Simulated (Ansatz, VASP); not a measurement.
**Hf: VASP beside Ansatz**

```
CELL_PARAMETERS angstrom
2.91381 0.00000 0.00000
0.00000 2.91381 0.00000
0.00000 0.00000 2.91381
ATOMIC_POSITIONS crystal
Hf 0.50000 0.50000 0.50000
```

Alike in both runs: task relaxation of cell and atoms; functional PBEsol-based global hybrid; k mesh 5 × 5 × 5; occupations fermi-dirac, width 0.05 eV; no spin polarisation.

|  | VASP | Ansatz |
| --- | --- | --- |
| version | VASP 6.6.1 | Ansatz 0.2.0 |
| potentials or method | VASP PAW PBE potentials, release 64 (Hf_pv) | Ansatz PAW |
| plane-wave cutoff (eV) | 600 | 420 |
| valence electrons in the cell | 10 | 26 |

Ansatz gave:

- gap on the k mesh at the Fermi level, each at its own relaxed structure (eV): none
- relaxed volume (Å³/atom): 24.30
- relaxed cell length with the largest relative difference (Å): 2.897

Q: What did VASP give for the same quantities?

A: gap on the k mesh at the Fermi level, each at its own relaxed structure (eV): none; relaxed volume (Å³/atom): 23.85; relaxed cell length with the largest relative difference (Å): 2.878.

VASP's potentials were made for PBE, not for PBEsol-based global hybrid. A gap of «none» marks a metal or a gap that the smearing closes. VASP's potentials hold 10 valence electrons a cell and Ansatz's 26, so a difference there can come from the potentials and not from the codes.

The k mesh is coarse, so the values compare programs but aren't converged. Neither program's run includes spin-orbit coupling. Noted on Ansatz's run: the plane-wave basis is chosen anew once the cell has moved, so the energies of steps on either side of that aren't comparable.
